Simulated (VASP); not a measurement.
A run of VASP 6.6.1 is set up as follows.

Contents of INCAR:

```
  ALGO = Normal
  EDIFF = 1E-6
  ENCUT = 520
  GGA = PE
  ISIF = 2
  ISMEAR = 0
  IVDW = 12
  LASPH = T
  LCHARG = F
  LREAL = F
  LWAVE = F
  NBANDS = 16
  NELM = 100
  PREC = Accurate
  SIGMA = 0.1
```

KPOINTS

```
k-points
0
Gamma
  15 15 14
```

Contents of POSCAR:

```
BiH2
1.0
    3.8174182141      0.0000000000      0.0000000000
   -1.9087091071      3.3059811503      0.0000000000
    0.0000000000      0.0000000000      3.3092428635
Bi H
1 2
Direct
    0.0000000000      0.0000000000      0.0000000000
    0.3333333333      0.6666666667      0.8403053756
    0.6666666667      0.3333333333      0.1596946244
```

Potentials or basis: VASP PAW PBE potentials, release 64 (Bi_d, H).

The run is started by

```sh
$ cat potpaw_PBE.64/Bi_d/POTCAR potpaw_PBE.64/H/POTCAR > POTCAR
$ mpirun -np 1 vasp_std > vasp.out
```

Problem. What does it give for the dispersion energy per atom?

Solution. -0.202 eV.

Problem. What does it give for the pressure?

Solution. -0.1 GPa.

Caveat: pairwise dispersion overbinds metals, which lowers pressure and volume.
